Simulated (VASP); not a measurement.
# Li2S (Fm-3m) in VASP: notebook

Runs on Li2S. Level: PBE. Tasks: single point.

All numbers are computed with VASP 6.6.1; they aren't measurements. Logs are shortened: lines on timing, memory, paths and dates and some standing lists are left out, and cuts for length are marked.

### Step 1. The cell of the first run

The structure is cubic, space group Fm-3m (No. 225). The conventional cell has a = 5.670 Å, b = 5.670 Å, c = 5.670 Å, α = 90.00°, β = 90.00°, γ = 90.00°. Li (site symmetry -43m) has 4 S at 2.46 Å and 6 Li at 2.84 Å within 3.2 Å. S (site symmetry m-3m) has 8 Li at 2.46 Å within 3.2 Å.

### Step 2. Single point, PBE

INCAR reads:

```
PREC = Accurate
ENCUT = 750
EDIFF = 1E-6
ISMEAR = 0
SIGMA = 0.1
LREAL = F
LASPH = T
NELM = 120
ALGO = Normal
ISIF = 2
LWAVE = F
LCHARG = F
GGA = PE
NBANDS = 13
GGA_COMPAT = F
```

KPOINTS reads:

```
regular mesh
0
Gamma
  1 1 1
```

POSCAR reads:

```
Li2S
1.0
    0.0000000000      2.8351678429      2.8351678429
    2.8351678429      0.0000000000      2.8351678429
    2.8351678429      2.8351678429      0.0000000000
Li S
2 1
Direct
    0.7500000000      0.7500000000      0.7500000000
    0.2500000000      0.2500000000      0.2500000000
    0.0000000000      0.0000000000      0.0000000000
```

Potentials or basis: VASP PAW PBE potentials, release 64 (Li_sv, S).

Run with:

```bash
cat potpaw_PBE.64/Li_sv/POTCAR potpaw_PBE.64/S/POTCAR > POTCAR
mpirun -np 1 vasp_gam > vasp.out
```

OUTCAR:

```text
PREC = Accurate
   ENCUT = 750
   EDIFF = 1E-6
   ISMEAR = 0
   LREAL = F
   LASPH = T
   NELM = 120
   ISIF = 2
   GGA = PE

 ion  position               nearest neighbor table
   1  0.750  0.750  0.750-   3 2.46   3 2.46   3 2.46   3 2.46
   2  0.250  0.250  0.250-   3 2.46   3 2.46   3 2.46   3 2.46
   3  0.000  0.000  0.000-   1 2.46   1 2.46   2 2.46   2 2.46   1 2.46   1 2.46   2 2.46   2 2.46

  LATTYP: Found a face centered cubic cell.
 ALAT       =     5.6703356858

  Lattice vectors:

 A1 = (   0.0000000000,   2.8351678429,   2.8351678429)
 A2 = (   2.8351678429,   0.0000000000,   2.8351678429)
 A3 = (   2.8351678429,   2.8351678429,   0.0000000000)

Analysis of symmetry for initial positions (statically):
=====================================================================
 Subroutine PRICEL returns:
 Original cell was already a primitive cell.

 Routine SETGRP: Setting up the symmetry group for a
 face centered cubic supercell.

 Subroutine GETGRP returns: Found 48 space group operations
 (whereof 48 operations were pure point group operations)
 out of a pool of 48 trial point group operations.

The static configuration has the point symmetry O_h .

Analysis of symmetry for dynamics (positions and initial velocities):
=====================================================================
 Subroutine PRICEL returns:
 Original cell was already a primitive cell.

 Routine SETGRP: Setting up the symmetry group for a
 face centered cubic supercell.

 Subroutine GETGRP returns: Found 48 space group operations
 (whereof 48 operations were pure point group operations)
 out of a pool of 48 trial point group operations.

The dynamic configuration has the point symmetry O_h .

 Subroutine INISYM returns: Found 48 space group operations
 (whereof 48 operations are pure point group operations),
 and found     1 'primitive' translations

----------------------------------------------------------------------------------------

                                     Primitive cell

  volume of cell :      45.5792

  direct lattice vectors                    reciprocal lattice vectors
     0.000000000  2.835167843  2.835167843    -0.176356402  0.176356402  0.176356402
     2.835167843  0.000000000  2.835167843     0.176356402 -0.176356402  0.176356402
     2.835167843  2.835167843  0.000000000     0.176356402  0.176356402 -0.176356402

  length of vectors
     4.009532815  4.009532815  4.009532815     0.305458249  0.305458249  0.305458249

  position of ions in fractional coordinates (direct lattice)
     0.750000000  0.750000000  0.750000000
     0.250000000  0.250000000  0.250000000
     0.000000000  0.000000000  0.000000000

  ion indices of the primitive-cell ions
   primitive index   ion index
                 1           1
                 2           2
                 3           3

----------------------------------------------------------------------------------------

 KPOINTS: regular mesh

Automatic generation of k-mesh.
 Grid dimensions read from file:
 generate k-points for:    1    1    1

 Generating k-lattice:

  Cartesian coordinates                     Fractional coordinates (reciprocal lattice)
    -0.176356402  0.176356402  0.176356402     1.000000000  0.000000000  0.000000000
     0.176356402 -0.176356402  0.176356402     0.000000000  1.000000000  0.000000000
     0.176356402  0.176356402 -0.176356402     0.000000000  0.000000000  1.000000000

  Length of vectors
     0.305458249  0.305458249  0.305458249

  Shift w.r.t. Gamma in fractional coordinates (k-lattice)
     0.000000000  0.000000000  0.000000000

 Subroutine IBZKPT returns following result:
 ===========================================

 Found      1 irreducible k-points:

 Following reciprocal coordinates:
            Coordinates               Weight
  0.000000  0.000000  0.000000      1.000000
   k-points           NKPTS =      1   k-points in BZ     NKDIM =      1   number of bands    NBANDS=     13
   number of dos      NEDOS =    301   number of ions     NIONS =      3
   total plane-waves  NPLWV =  46656
   dimension x,y,z NGX =    36 NGY =   36 NGZ =   36
   dimension x,y,z NGXF=    72 NGYF=   72 NGZF=   72
   ions per type =               2   1
   NGX,Y,Z   is equivalent  to a cutoff of  14.93, 14.93, 14.93 a.u.
   NGXF,Y,Z  is equivalent  to a cutoff of  29.85, 29.85, 29.85 a.u.
 SYSTEM =  unknown system
   PREC   = accura    normal or accurate (medium, high low for compatibility)
   ISTART =      0    job   : 0-new  1-cont  2-samecut
   ICHARG =      2    charge: 1-file 2-atom 10-const
   ISPIN  =      1    spin polarized calculation?
   LNONCOLLINEAR =      F non collinear calculations
   LSORBIT =      F    spin-orbit coupling
   LASPH  =      T    aspherical Exc in radial PAW
   ENCUT  =  750.0 eV  55.12 Ry    7.42 a.u.   8.95  8.95  8.95*2*pi/ulx,y,z
   NELM   =    120;   NELMIN=  2; NELMDL= -5     # of ELM steps
   EDIFF  = 0.1E-05   stopping-criterion for ELM
   LREAL  =      F    real-space projection
   EDIFFG = 0.1E-04   stopping-criterion for IOM
   NSW    =      0    number of steps for IOM
   IBRION =     -1    ionic relax: 0-MD 1-quasi-New 2-CG
   NFREE  =      0    steps in history (QN), initial steepest desc. (CG)
   ISIF   =      2    stress and relaxation
   ISYM   =      2    0-nonsym 1-usesym 2-fastsym
   POTIM  = 0.5000    time-step for ionic-motion
   TEBEG  =    0.0;   TEEND  =   0.0 temperature during run
   PSTRESS=    0.0 pullay stress
   NELECT =      12.0000    total number of electrons
   NUPDOWN=      -1.0000    fix difference up-down
   EMIN   =  10.00;   EMAX   =-10.00  energy-range for DOS
   EFERMI =   0.00;   METHOD = LEGACY
   ISMEAR =     0;   SIGMA  =   0.10  broadening in eV -4-tet -1-fermi 0-gaus
   EFERMI_NEDOS =   21; number of points for ismear=-14 and -15
   IALGO  =     38    algorithm
   IMIX   =      4    mixing-type and parameters
     AMIX     =   0.40;   BMIX     =  1.00
     AMIX_MAG =   1.60;   BMIX_MAG =  1.00
  volume/ion in A,a.u.               =      15.19       102.53
  Fermi-wavevector in a.u.,A,eV,Ry     =   1.049252  1.982799 14.979059  1.100930
  Thomas-Fermi vector in A             =   2.184207
   LORBIT       =      0    0 simple, 1 ext, 2 COOP (PROOUT), +10 PAW based schemes
   GGA     = PE    functional components
   LHFCALC =     F    Hartree Fock is set to
   AEXX    =    0.0000 exact exchange contribution
   IVDW    =     0    specifies the selected vdW correction
   LEPSILON=     F    determine dielectric tensor
   LRPA    =     F    only Hartree local field effects (RPA)
 non-spin polarized calculation
 Gauss-broadening in eV      SIGMA  =   0.10
  energy-cutoff  :      750.00
  volume of cell :       45.58
 maximum number of plane-waves:      1055
 NGX is ok and might be reduce to    36
   NGX = 17   NGY = 17   NGZ = 17

 number of electron      11.9999997 magnetization

 Free energy of the ion-electron system (eV)
  ---------------------------------------------------
  ext. energy  EPLUGINS =         0.00000000
  ---------------------------------------------------
  free energy    TOTEN  =        -3.80243038 eV

  energy without entropy =       -3.80243038  energy(sigma->0) =       -3.80243038

 E-fermi :   3.8657     XC(G=0):  -7.9774

 val. band max:        3.2075737639   @ k =   0.0000   0.0000   0.0000
 cond. band min:       6.8661934541   @ k =   0.0000   0.0000   0.0000
 fundamental gap:      3.6586196902
 Fermi energy:         3.8657211678

 k-point     1 :       0.0000    0.0000    0.0000
  band No.  band energies     occupation
      1     -43.6009      2.00000
      2     -43.5608      2.00000
      3      -7.6866      2.00000
      4       3.2076      2.00000
      5       3.2076      2.00000
      6       3.2076      2.00000
      7       6.8662      0.00000
      8       8.3971      0.00000
      9       8.3971      0.00000
     10       8.3971      0.00000
     11      13.6615      0.00000
     12      13.6615      0.00000
     13      14.3397      0.00000

------------------------ aborting loop because EDIFF is reached ----------------------------------------

  FORCE on cell =-STRESS in cart. coord.  units (eV):
  Direction    XX          YY          ZZ          XY          YZ          ZX
  --------------------------------------------------------------------------------------
  -------------------------------------------------------------------------------------
  Total        9.1427204      9.1427204      9.1427204      0.0000000     -0.0000000      0.0000000
  in kB      321.3806331    321.3806331    321.3806331      0.0000000     -0.0000000      0.0000000
  external PRESSURE =     321.3806331 kB  Pullay stress =       0.0000000 kB

 VOLUME and BASIS-vectors are now :
 -----------------------------------------------------------------------------
  energy-cutoff  :      750.00
  volume of cell :       45.58
      direct lattice vectors                 reciprocal lattice vectors
     0.000000000  2.835167843  2.835167843    -0.176356402  0.176356402  0.176356402
     2.835167843  0.000000000  2.835167843     0.176356402 -0.176356402  0.176356402
     2.835167843  2.835167843  0.000000000     0.176356402  0.176356402 -0.176356402

 POSITION                                       TOTAL-FORCE (eV/Angst)
 -----------------------------------------------------------------------------------
      4.25275      4.25275      4.25275         0.000000      0.000000     -0.000000
      1.41758      1.41758      1.41758        -0.000000     -0.000000      0.000000
      0.00000      0.00000      0.00000        -0.000000     -0.000000     -0.000000
 -----------------------------------------------------------------------------------
    total drift:                                0.000000      0.000000      0.000000

  FREE ENERGIE OF THE ION-ELECTRON SYSTEM (eV)
  ---------------------------------------------------
  free  energy   TOTEN  =        -3.8024303757 eV

  energy  without entropy=       -3.8024303757  energy(sigma->0) =       -3.80243038
```

Run time: 4.7 s. Hardware: 1 thread of Intel Xeon 6975P-C (Granite Rapids), shared host; peak memory 0.18 GiB.

Results:

```
Free energy : -3.8024 eV
Pressure    : 32.1 GPa
```

Levels at points of the mesh, in eV from the Fermi level:
```csv
k point,band 2,band 3,band 4,band 5,band 6,band 7,band 8,band 9,band 10,band 11
"(0.00, 0.00, 0.00)",-47.43,-11.55,-0.66,-0.66,-0.66,3.00,4.53,4.53,4.53,9.80
```

Caveat: the k points lie up to 1.92 Å⁻¹ apart.

### Step 3. Single point, PBE

INCAR reads:

```
SYSTEM = Li2S
PREC = Accurate
ENCUT = 750
EDIFF = 1E-6
ISMEAR = 0
SIGMA = 0.1
LREAL = .FALSE.
LASPH = .TRUE.
NELM = 120
ALGO = Normal
ISIF = 2
LWAVE = .FALSE.
LCHARG = .FALSE.
GGA = PE
NBANDS = 13
GGA_COMPAT = .FALSE.
```

KPOINTS reads:

```
regular mesh
0
G
  1 1 1
  0 0 0
```

POSCAR is that of step 2.

Potentials or basis: VASP PAW PBE potentials, release 64 (Li_sv, S).

Run with:

```bash
cat potpaw_PBE.64/Li_sv/POTCAR potpaw_PBE.64/S/POTCAR > POTCAR
mpirun -np 1 vasp_gam > vasp.out
```

OUTCAR:

```text
SYSTEM = Li2S
   PREC = Accurate
   ENCUT = 750
   EDIFF = 1E-6
   ISMEAR = 0
   LREAL = .FALSE.
   LASPH = .TRUE.
   NELM = 120
   ISIF = 2
   GGA = PE

 ion  position               nearest neighbor table
   1  0.750  0.750  0.750-   3 2.46   3 2.46   3 2.46   3 2.46
   2  0.250  0.250  0.250-   3 2.46   3 2.46   3 2.46   3 2.46
   3  0.000  0.000  0.000-   1 2.46   1 2.46   2 2.46   2 2.46   1 2.46   1 2.46   2 2.46   2 2.46

  LATTYP: Found a face centered cubic cell.
 ALAT       =     5.6703356858

  Lattice vectors:

 A1 = (   0.0000000000,   2.8351678429,   2.8351678429)
[... 182 lines left out ...]
  Direction    XX          YY          ZZ          XY          YZ          ZX
  --------------------------------------------------------------------------------------
  -------------------------------------------------------------------------------------
  Total        9.1427204      9.1427204      9.1427204      0.0000000     -0.0000000      0.0000000
  in kB      321.3806331    321.3806331    321.3806331      0.0000000     -0.0000000      0.0000000
  external PRESSURE =     321.3806331 kB  Pullay stress =       0.0000000 kB

 VOLUME and BASIS-vectors are now :
 -----------------------------------------------------------------------------
  energy-cutoff  :      750.00
  volume of cell :       45.58
      direct lattice vectors                 reciprocal lattice vectors
     0.000000000  2.835167843  2.835167843    -0.176356402  0.176356402  0.176356402
     2.835167843  0.000000000  2.835167843     0.176356402 -0.176356402  0.176356402
     2.835167843  2.835167843  0.000000000     0.176356402  0.176356402 -0.176356402

 POSITION                                       TOTAL-FORCE (eV/Angst)
 -----------------------------------------------------------------------------------
      4.25275      4.25275      4.25275         0.000000      0.000000     -0.000000
      1.41758      1.41758      1.41758        -0.000000     -0.000000      0.000000
      0.00000      0.00000      0.00000        -0.000000     -0.000000     -0.000000
 -----------------------------------------------------------------------------------
    total drift:                                0.000000      0.000000      0.000000

  FREE ENERGIE OF THE ION-ELECTRON SYSTEM (eV)
  ---------------------------------------------------
  free  energy   TOTEN  =        -3.8024303757 eV

  energy  without entropy=       -3.8024303757  energy(sigma->0) =       -3.80243038
```

stdout:

```text
POSCAR found type information on POSCAR LiS
 POSCAR found :  2 types and       3 ions
 scaLAPACK will be used
 LDA part: xc-table for (Slater+PW92), standard interpolation
 POSCAR, INCAR and KPOINTS ok, starting setup
 FFT: planning ... GRIDC
 FFT: planning ... GRID_SOFT
 FFT: planning ... GRID
 WAVECAR not read
 entering main loop
```

Wall time 4.5 s (1 thread of Intel Xeon 6975P-C (Granite Rapids), shared host); peak memory 0.18 GiB.

What came out:

```
Free energy : -3.8024 eV
Pressure    : 32.1 GPa
```

Levels at points of the mesh, in eV from the Fermi level:
```tsv
k point	band 2	band 3	band 4	band 5	band 6	band 7	band 8	band 9	band 10	band 11
(0.00, 0.00, 0.00)	-47.43	-11.55	-0.66	-0.66	-0.66	3.00	4.53	4.53	4.53	9.80
```

Caveat: the k points lie up to 1.92 Å⁻¹ apart.

### Step 4. Single point, PBE

INCAR reads:

```
ALGO = Normal
EDIFF = 1E-6
ENCUT = 750
GGA = PE
GGA_COMPAT = F
ISIF = 2
ISMEAR = 0
LASPH = T
LCHARG = F
LREAL = F
LWAVE = F
NBANDS = 13
NELM = 120
PREC = Accurate
SIGMA = 0.1
```

KPOINTS reads:

```
k-points
0
Gamma
  2 2 2
```

POSCAR is that of step 3.

Potentials or basis: VASP PAW PBE potentials, release 64 (Li_sv, S).

Run with:

```bash
cat potpaw_PBE.64/Li_sv/POTCAR potpaw_PBE.64/S/POTCAR > POTCAR
mpirun -np 1 vasp_std > vasp.out
```

OUTCAR:

```text
EDIFF = 1E-6
   ENCUT = 750
   GGA = PE
   ISIF = 2
   ISMEAR = 0
   LASPH = T
   LREAL = F
   NELM = 120
   PREC = Accurate

 ion  position               nearest neighbor table
   1  0.750  0.750  0.750-   3 2.46   3 2.46   3 2.46   3 2.46
   2  0.250  0.250  0.250-   3 2.46   3 2.46   3 2.46   3 2.46
   3  0.000  0.000  0.000-   1 2.46   1 2.46   2 2.46   2 2.46   1 2.46   1 2.46   2 2.46   2 2.46

  LATTYP: Found a face centered cubic cell.
 ALAT       =     5.6703356858
[... 218 lines left out ...]

  FORCE on cell =-STRESS in cart. coord.  units (eV):
  Direction    XX          YY          ZZ          XY          YZ          ZX
  --------------------------------------------------------------------------------------
  -------------------------------------------------------------------------------------
  Total        1.0011187      1.0011187      1.0011187     -0.0000000      0.0000000     -0.0000000
  in kB       35.1908557     35.1908557     35.1908557     -0.0000000      0.0000000     -0.0000000
  external PRESSURE =      35.1908557 kB  Pullay stress =       0.0000000 kB

 VOLUME and BASIS-vectors are now :
 -----------------------------------------------------------------------------
  energy-cutoff  :      750.00
  volume of cell :       45.58
      direct lattice vectors                 reciprocal lattice vectors
     0.000000000  2.835167843  2.835167843    -0.176356402  0.176356402  0.176356402
     2.835167843  0.000000000  2.835167843     0.176356402 -0.176356402  0.176356402
     2.835167843  2.835167843  0.000000000     0.176356402  0.176356402 -0.176356402

 POSITION                                       TOTAL-FORCE (eV/Angst)
 -----------------------------------------------------------------------------------
      4.25275      4.25275      4.25275        -0.000000     -0.000000      0.000000
      1.41758      1.41758      1.41758         0.000000      0.000000     -0.000000
      0.00000      0.00000      0.00000        -0.000000     -0.000000      0.000000
 -----------------------------------------------------------------------------------
    total drift:                                0.000000      0.000000      0.000000

  FREE ENERGIE OF THE ION-ELECTRON SYSTEM (eV)
  ---------------------------------------------------
  free  energy   TOTEN  =       -11.4172297051 eV

  energy  without entropy=      -11.4172297051  energy(sigma->0) =      -11.41722971
```

Wall time 5.4 s (1 thread of Intel Xeon 6975P-C (Granite Rapids), shared host); peak memory 0.19 GiB.

Results:

- Free energy: -11.4172 eV
- Pressure: 3.5 GPa
- Band gap on the k mesh: 3.26 eV (least direct gap 4.27 eV)

Caveat: the k points lie up to 0.96 Å⁻¹ apart. A k mesh can miss the band edges.
